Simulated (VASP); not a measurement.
# NaCl (Pm-3m) in VASP: settings compared

Aim: see how the results for NaCl move with the level of theory and the settings. Levels: revPBE+D3(BJ), revPBE+D4, PBE. Tasks: relaxation of cell and atoms, single point.

Everything below comes from runs of VASP 6.6.1. Logs are shortened: lines on timing, memory, paths and dates and some standing lists are left out, and cuts for length are marked.

## Step 1: The cell of the first run

Symmetry: Pm-3m, No. 221, cubic system. Conventional cell: a = 3.502 Å, b = 3.502 Å, c = 3.502 Å, α = 90.00°, β = 90.00°, γ = 90.00°. Within 4.0 Å of Cl (site symmetry m-3m) lie 8 Na at 3.03 Å and 6 Cl at 3.50 Å. Within 4.0 Å of Na (site symmetry m-3m) lie 8 Cl at 3.03 Å and 6 Na at 3.50 Å.

## Step 2: Relaxation of cell and atoms, revPBE+D3(BJ)

File INCAR:

```
SYSTEM = NaCl
ALGO     = Normal         ! electronic algorithm
EDIFF    = 1E-7           ! SCF threshold, eV
EDIFFG   = -0.01          ! ionic threshold
ENCUT    = 600            ! plane-wave cutoff, eV
GGA      = RE             ! functional
IBRION   = 2              ! ionic algorithm
ISIF     = 3              ! what is computed and relaxed
ISMEAR   = -1             ! smearing method
IVDW     = 12             ! dispersion correction
LASPH    = .TRUE.         ! aspherical terms in the spheres
LCHARG   = .FALSE.        ! write CHGCAR
LREAL    = .FALSE.        ! projectors in reciprocal space
LWAVE    = .FALSE.        ! write WAVECAR
NELM     = 100            ! most SCF steps
NSW      = 60             ! ionic steps
PREC     = Accurate       ! precision mode
SIGMA    = 0.05           ! smearing width, eV
```

File KPOINTS:

```
k-points
0
G
  8 8 8
  0 0 0
```

File POSCAR:

```
NaCl
1.0
    3.5021900000      0.0000000000      0.0000000000
    0.0000000000      3.5021900000      0.0000000000
    0.0000000000      0.0000000000      3.5021900000
Cl Na
1 1
Direct
    0.5000000000      0.5000000000      0.5000000000
    0.0000000000      0.0000000000      0.0000000000
```

Potentials or basis: VASP PAW PBE potentials, release 64 (Cl, Na_pv).

Command:

```bash
$ cat potpaw_PBE.64/Cl/POTCAR potpaw_PBE.64/Na_pv/POTCAR > POTCAR
$ mpirun -np 1 vasp_std > vasp.out
```

OUTCAR:

```text
SYSTEM = NaCl
   EDIFF = 1E-7
   EDIFFG = -0.01
   ENCUT = 600
   GGA = RE
   IBRION = 2
   ISIF = 3
   ISMEAR = -1
   IVDW = 12
   LASPH = .TRUE.
   LREAL = .FALSE.
   NELM = 100
   NSW = 60
   PREC = Accurate
 IVDW          = 12

 ion  position               nearest neighbor table
   1  0.500  0.500  0.500-
   2  0.000  0.000  0.000-

  LATTYP: Found a simple cubic cell.
 ALAT       =     3.5021900000

  Lattice vectors:

 A1 = (   3.5021900000,   0.0000000000,   0.0000000000)
 A2 = (   0.0000000000,   3.5021900000,   0.0000000000)
 A3 = (   0.0000000000,   0.0000000000,   3.5021900000)

Analysis of symmetry for initial positions (statically):
=====================================================================
 Subroutine PRICEL returns:
 Original cell was already a primitive cell.

 Routine SETGRP: Setting up the symmetry group for a
 simple cubic supercell.

 Subroutine GETGRP returns: Found 48 space group operations
 (whereof 48 operations were pure point group operations)
 out of a pool of 48 trial point group operations.

The static configuration has the point symmetry O_h .

Analysis of symmetry for dynamics (positions and initial velocities):
=====================================================================
 Subroutine PRICEL returns:
 Original cell was already a primitive cell.

 Routine SETGRP: Setting up the symmetry group for a
 simple cubic supercell.

 Subroutine GETGRP returns: Found 48 space group operations
 (whereof 48 operations were pure point group operations)
 out of a pool of 48 trial point group operations.

The dynamic configuration has the point symmetry O_h .

 Subroutine INISYM returns: Found 48 space group operations
 (whereof 48 operations are pure point group operations),
 and found     1 'primitive' translations

----------------------------------------------------------------------------------------

                                     Primitive cell

  volume of cell :      42.9555

  direct lattice vectors                    reciprocal lattice vectors
     3.502190000  0.000000000  0.000000000     0.285535622  0.000000000  0.000000000
     0.000000000  3.502190000  0.000000000     0.000000000  0.285535622  0.000000000
     0.000000000  0.000000000  3.502190000     0.000000000  0.000000000  0.285535622

  length of vectors
     3.502190000  3.502190000  3.502190000     0.285535622  0.285535622  0.285535622

  position of ions in fractional coordinates (direct lattice)
     0.500000000  0.500000000  0.500000000
     0.000000000  0.000000000  0.000000000

  ion indices of the primitive-cell ions
   primitive index   ion index
                 1           1
                 2           2

----------------------------------------------------------------------------------------

 KPOINTS: k-points

Automatic generation of k-mesh.
 Grid dimensions read from file:
 generate k-points for:    8    8    8

 Generating k-lattice:

  Cartesian coordinates                     Fractional coordinates (reciprocal lattice)
     0.035691953  0.000000000  0.000000000     0.125000000  0.000000000  0.000000000
     0.000000000  0.035691953  0.000000000     0.000000000  0.125000000  0.000000000
     0.000000000  0.000000000  0.035691953     0.000000000  0.000000000  0.125000000

  Length of vectors
     0.035691953  0.035691953  0.035691953

  Shift w.r.t. Gamma in fractional coordinates (k-lattice)
     0.000000000  0.000000000  0.000000000

 Subroutine IBZKPT returns following result:
 ===========================================

 Found     35 irreducible k-points:

 Following reciprocal coordinates:
            Coordinates               Weight
  0.000000  0.000000  0.000000      1.000000
  0.125000  0.000000  0.000000      6.000000
  0.250000  0.000000  0.000000      6.000000
  0.375000  0.000000  0.000000      6.000000
  0.500000  0.000000  0.000000      3.000000
  0.125000  0.125000  0.000000     12.000000
[... 16 lines left out ...]
  0.375000  0.375000  0.125000     24.000000
  0.500000  0.375000  0.125000     24.000000
 [... further k-points ...]
   k-points           NKPTS =     35   k-points in BZ     NKDIM =     35   number of bands    NBANDS=     11
   number of dos      NEDOS =    301   number of ions     NIONS =      2
   total plane-waves  NPLWV =  21952
   dimension x,y,z NGX =    28 NGY =   28 NGZ =   28
   dimension x,y,z NGXF=    56 NGYF=   56 NGZF=   56
   ions per type =               1   1
   NGX,Y,Z   is equivalent  to a cutoff of  13.29, 13.29, 13.29 a.u.
   NGXF,Y,Z  is equivalent  to a cutoff of  26.58, 26.58, 26.58 a.u.
 SYSTEM =  NaCl
   PREC   = accura    normal or accurate (medium, high low for compatibility)
   ISTART =      0    job   : 0-new  1-cont  2-samecut
   ICHARG =      2    charge: 1-file 2-atom 10-const
   ISPIN  =      1    spin polarized calculation?
   LNONCOLLINEAR =      F non collinear calculations
   LSORBIT =      F    spin-orbit coupling
   LASPH  =      T    aspherical Exc in radial PAW
   ENCUT  =  600.0 eV  44.10 Ry    6.64 a.u.   6.99  6.99  6.99*2*pi/ulx,y,z
   NELM   =    100;   NELMIN=  2; NELMDL= -5     # of ELM steps
   EDIFF  = 0.1E-06   stopping-criterion for ELM
   LREAL  =      F    real-space projection
   EDIFFG = -.1E-01   stopping-criterion for IOM
   NSW    =     60    number of steps for IOM
   IBRION =      2    ionic relax: 0-MD 1-quasi-New 2-CG
   NFREE  =      1    steps in history (QN), initial steepest desc. (CG)
   ISIF   =      3    stress and relaxation
   ISYM   =      2    0-nonsym 1-usesym 2-fastsym
   POTIM  = 0.5000    time-step for ionic-motion
   TEBEG  =    0.0;   TEEND  =   0.0 temperature during run
   PSTRESS=    0.0 pullay stress
   NELECT =      14.0000    total number of electrons
   NUPDOWN=      -1.0000    fix difference up-down
   EMIN   =  10.00;   EMAX   =-10.00  energy-range for DOS
   EFERMI =   0.00;   METHOD = LEGACY
   ISMEAR =    -1;   SIGMA  =   0.05  broadening in eV -4-tet -1-fermi 0-gaus
   EFERMI_NEDOS =   21; number of points for ismear=-14 and -15
   IALGO  =     38    algorithm
   IMIX   =      4    mixing-type and parameters
     AMIX     =   0.40;   BMIX     =  1.00
     AMIX_MAG =   1.60;   BMIX_MAG =  1.00
  volume/ion in A,a.u.               =      21.48       144.94
  Fermi-wavevector in a.u.,A,eV,Ry     =   1.126621  2.129005 17.269530  1.269275
  Thomas-Fermi vector in A             =   2.263304
   LORBIT       =      0    0 simple, 1 ext, 2 COOP (PROOUT), +10 PAW based schemes
   GGA     = RE    functional components
   LHFCALC =     F    Hartree Fock is set to
   AEXX    =    0.0000 exact exchange contribution
   IVDW    =    12    specifies the selected vdW correction
   LEPSILON=     F    determine dielectric tensor
   LRPA    =     F    only Hartree local field effects (RPA)
 conjugate gradient relaxation of ions
 non-spin polarized calculation
  energy-cutoff  :      600.00
  volume of cell :       42.96
 maximum number of plane-waves:      1472
 NGX is ok and might be reduce to    28
   NGX = 13   NGY = 13   NGZ = 13

--------------------------------------- Ionic step        1  -------------------------------------------

 number of electron      13.9999982 magnetization

 Free energy of the ion-electron system (eV)
  ---------------------------------------------------
  ext. energy  EPLUGINS =         0.00000000
  ---------------------------------------------------
  free energy    TOTEN  =        -6.11603841 eV

  energy without entropy =       -6.11603841  energy(sigma->0) =       -6.11603841

------------------------ aborting loop because EDIFF is reached ----------------------------------------

 Edisp (eV)   -0.86764

 E8    (eV) :    -0.5952

  FORCE on cell =-STRESS in cart. coord.  units (eV):
  Direction    XX          YY          ZZ          XY          YZ          ZX
  --------------------------------------------------------------------------------------
  -------------------------------------------------------------------------------------
  Total      -0.39569    -0.39569    -0.39569     0.00000    -0.00000     0.00000
  in kB     -14.75874   -14.75874   -14.75874     0.00000    -0.00000     0.00000
  external pressure =      -14.76 kB  Pullay stress =        0.00 kB
[... 61 lines left out ...]
  energy  without entropy=       -6.9923488114  energy(sigma->0) =       -6.99234881

--------------------------------------- Ionic step        3  -------------------------------------------

 number of electron      14.0000009 magnetization

 Free energy of the ion-electron system (eV)
  ---------------------------------------------------
  ext. energy  EPLUGINS =         0.00000000
  ---------------------------------------------------
  free energy    TOTEN  =        -6.07965515 eV

  energy without entropy =       -6.07965515  energy(sigma->0) =       -6.07965515

 E-fermi :   2.0018     XC(G=0):  -8.4070

 val. band max:        0.9187882424   @ k =   0.5000   0.5000   0.0000
 cond. band min:       5.3541513098   @ k =   0.0000   0.0000   0.0000
 fundamental gap:      4.4353630674
 Fermi energy:         2.0018339890

 k-point     1 :       0.0000    0.0000    0.0000
  band No.  band energies     occupation
      1     -21.1313      2.00000
      2     -21.1313      2.00000
      3     -21.1313      2.00000
      4     -12.6422      2.00000
      5       0.3911      2.00000
      6       0.3911      2.00000
      7       0.3911      2.00000
      8       5.3542      0.00000
      9       9.5809      0.00000
     10       9.5809      0.00000
     11      17.0524      0.00000
[... 309 lines left out ...]
 k-point    24 :       0.5000    0.3750    0.1250
  band No.  band energies     occupation
      1     -21.1693      2.00000
      2     -21.1618      2.00000
      3     -21.1294      2.00000
      4     -11.9382      2.00000
      5      -1.5591      2.00000
      6      -1.1891      2.00000
      7       0.5169      2.00000
      8       7.2472      0.00000
      9      10.7462      0.00000
     10      11.0500      0.00000
     11      12.2899      0.00000

 [... further k-points ...]

------------------------ aborting loop because EDIFF is reached ----------------------------------------

 Edisp (eV)   -0.91562

 E8    (eV) :    -0.6273

  FORCE on cell =-STRESS in cart. coord.  units (eV):
  Direction    XX          YY          ZZ          XY          YZ          ZX
  --------------------------------------------------------------------------------------
  -------------------------------------------------------------------------------------
  Total      -0.01653    -0.01653    -0.01653     0.00000    -0.00000     0.00000
  in kB      -0.65133    -0.65133    -0.65133     0.00000    -0.00000     0.00000
  external pressure =       -0.65 kB  Pullay stress =        0.00 kB
[... 17 lines left out ...]
  FREE ENERGIE OF THE ION-ELECTRON SYSTEM (eV)
  ---------------------------------------------------
  free  energy   TOTEN  =        -6.9952714413 eV

  energy  without entropy=       -6.9952714413  energy(sigma->0) =       -6.99527144

 reached required accuracy - stopping structural energy minimisation
```

It took 15 s on 1 thread of Intel Xeon 6975P-C (Granite Rapids), shared host; peak memory 0.17 GiB.

What came out:

```yaml
Free_energy: -6.9953 eV
Relaxed_volume: 20.33 Å³/atom
Relaxed_cell: a = 3.439 Å, b = 3.439 Å, c = 3.439 Å, α = 90.00°, β = 90.00°, γ = 90.00°
Space_group_after_relaxing_to_0.1_Å: Pm-3m (No. 221)
Energy_gained_by_relaxing: 5.8 meV/atom
Ionic_steps: 3
Pressure_after_relaxing: -0.1 GPa
Band_gap_on_the_k_mesh: 4.44 eV (least direct gap 4.96 eV)
Dispersion_energy_per_atom: -0.458 eV
```

The path:
```
step  energy change (eV)  largest force (eV/Å)  pressure (GPa)  volume (Å³)
   1              0.0000                0.0000           -1.48        42.96
   2             -0.0087                0.0000           -0.78        41.74
   3             -0.0116                0.0000           -0.07        40.66
```

Final structure:
```cif
data_structure
_symmetry_space_group_name_H-M 'P 1'
_symmetry_Int_Tables_number 1
_cell_length_a 3.4386
_cell_length_b 3.4386
_cell_length_c 3.4386
_cell_angle_alpha 90.000
_cell_angle_beta 90.000
_cell_angle_gamma 90.000
_cell_volume 40.66
loop_
_atom_site_label
_atom_site_type_symbol
_atom_site_fract_x
_atom_site_fract_y
_atom_site_fract_z
_atom_site_occupancy
Cl1 Cl 0.50000 0.50000 0.50000 1
Na1 Na 0.00000 0.00000 0.00000 1
```

Levels at points of the mesh, in eV from the valence-band top:
| k point | band 3 | band 4 | band 5 | band 6 | band 7 | band 8 | band 9 | band 10 | band 11 |
| --- | --- | --- | --- | --- | --- | --- | --- | --- | --- |
| (0.00, 0.00, 0.00) | -22.05 | -13.56 | -0.53 | -0.53 | -0.53 | 4.44 | 8.66 | 8.66 | 16.13 |
| (0.50, 0.00, 0.00) | -22.05 | -13.15 | -3.13 | -0.28 | -0.28 | 7.32 | 9.19 | 10.56 | 12.10 |
| (0.50, 0.50, 0.00) | -22.04 | -12.85 | -2.42 | -2.42 | 0.00 | 5.76 | 10.13 | 11.66 | 11.66 |
| (0.50, 0.50, 0.50) | -22.08 | -12.54 | -2.00 | -2.00 | -2.00 | 7.32 | 7.32 | 7.32 | 12.40 |

Caveat: the PAW data sets were made with another functional, which shifts forces and pressure a little. A k mesh can miss the band edges.

## Step 3: Relaxation of cell and atoms, revPBE+D4

INCAR, as its differences from that of step 2:

```diff
@@ -2,3 +2,3 @@
 ALGO     = Normal         ! electronic algorithm
-EDIFF    = 1E-7           ! SCF threshold, eV
+EDIFF    = 1E-6           ! SCF threshold, eV
 EDIFFG   = -0.01          ! ionic threshold
@@ -9,3 +9,3 @@
 ISMEAR   = -1             ! smearing method
-IVDW     = 12             ! dispersion correction
+IVDW     = 13             ! dispersion correction
 LASPH    = .TRUE.         ! aspherical terms in the spheres
@@ -14,3 +14,3 @@
 LWAVE    = .FALSE.        ! write WAVECAR
-NELM     = 100            ! most SCF steps
+NELM     = 60             ! most SCF steps
 NSW      = 60             ! ionic steps
```

KPOINTS is that of step 2.

POSCAR is that of step 2.

Potentials or basis: VASP PAW PBE potentials, release 64 (Cl, Na_pv).

Command:

```bash
$ cat potpaw_PBE.64/Cl/POTCAR potpaw_PBE.64/Na_pv/POTCAR > POTCAR
$ mpirun -np 1 vasp_std > vasp.out
```

Wall time 9 s (1 thread of Intel Xeon 6975P-C (Granite Rapids), shared host); peak memory 0.15 GiB.

It converged, with:

- Free energy: -6.4818 eV
- Relaxed volume: 21.54 Å³/atom
- Relaxed cell: a = 3.506 Å, b = 3.506 Å, c = 3.506 Å, α = 90.00°, β = 90.00°, γ = 90.00°
- Space group after relaxing (to 0.1 Å): Pm-3m (No. 221)
- Energy gained by relaxing: 0.0 meV/atom
- Ionic steps: 2
- Pressure after relaxing: 0.1 GPa
- Band gap on the k mesh: 4.24 eV (least direct gap 4.72 eV)
- Dispersion energy per atom: -0.182 eV

Final structure:
```xyz
2
Lattice="3.5058 0.0000 0.0000 0.0000 3.5058 0.0000 0.0000 0.0000 3.5058" Properties=species:S:1:pos:R:3 pbc="T T T"
Cl    1.7529    1.7529    1.7529
Na    0.0000    0.0000    0.0000
```

Levels at points of the mesh, in eV from the valence-band top:
```tsv
k point	band 3	band 4	band 5	band 6	band 7	band 8	band 9	band 10	band 11
(0.00, 0.00, 0.00)	-22.11	-13.35	-0.48	-0.48	-0.48	4.24	8.74	8.74	15.93
(0.50, 0.00, 0.00)	-22.11	-13.00	-2.87	-0.25	-0.25	7.14	8.79	10.59	11.96
(0.50, 0.50, 0.00)	-22.10	-12.74	-2.21	-2.21	0.00	5.78	10.01	11.27	11.27
(0.50, 0.50, 0.50)	-22.13	-12.47	-1.81	-1.81	-1.81	7.33	7.33	7.33	11.93
```

Caveat: the PAW data sets were made with another functional, which shifts forces and pressure a little.

## Step 4: Single point, PBE

File INCAR:

```
ALGO = Normal
EDIFF = 1E-6
ENCUT = 520
GGA = PE
ISIF = 2
ISMEAR = -1
LASPH = T
LCHARG = F
LREAL = F
LWAVE = F
NBANDS = 14
NELM = 100
PREC = Accurate
SIGMA = 0.02
```

File KPOINTS:

```
k-points
0
Gamma
  4 4 4
```

POSCAR is that of step 3.

Command:

```bash
$ cat potpaw_PBE.64/Cl/POTCAR potpaw_PBE.64/Na_pv/POTCAR > POTCAR
$ mpirun -np 1 vasp_std > vasp.out
```

Run time: 7.3 s. Hardware: 1 thread of AMD EPYC 7R13, shared host; peak memory 0.12 GiB.

The run converged. Its results:

- Free energy: -6.4601 eV
- Pressure: 0.2 GPa
- Band gap on the k mesh: 3.97 eV (least direct gap 4.46 eV)

Levels at points of the mesh, in eV from the valence-band top:
```csv
k point,band 5,band 6,band 7,band 8,band 9,band 10
"(0.00, 0.00, 0.00)",-0.49,-0.49,-0.49,3.97,8.57,8.57
"(0.50, 0.00, 0.00)",-2.94,-0.26,-0.26,6.92,8.56,10.51
"(0.50, 0.50, 0.00)",-2.26,-2.26,0.00,5.54,9.88,11.02
"(0.50, 0.50, 0.50)",-1.85,-1.85,-1.85,7.11,7.11,7.11
```

Caveat: the k points lie up to 0.45 Å⁻¹ apart.

## Step 5: Summary

| task | level | cell | k mesh | cutoff (eV) | smearing | gap on the mesh (eV) | pressure (GPa) | relaxed volume (Å³/atom) |
| --- | --- | --- | --- | --- | --- | --- | --- | --- |
| relaxation of cell and atoms | revPBE+D3(BJ) | relaxed | 8 × 8 × 8 | 600 | fermi-dirac 0.05 eV | 4.44 | -0.1 | 20.33 |
| relaxation of cell and atoms | revPBE+D4 | relaxed | 8 × 8 × 8 | 600 | fermi-dirac 0.05 eV | 4.24 | 0.1 | 21.54 |
| single point | PBE | as given | 4 × 4 × 4 | 520 | fermi-dirac 0.02 eV | 3.97 | 0.2 | - |

Alike in all rows: potentials or basis VASP PAW PBE potentials, release 64 (Cl, Na_pv); no spin polarisation.

Caveats: some runs use coarse meshes; the PAW data sets were made with another functional, which shifts forces and pressure a little (at least some runs).

Total energies depend on the potentials used, so only differences within one code and one set of settings carry meaning.
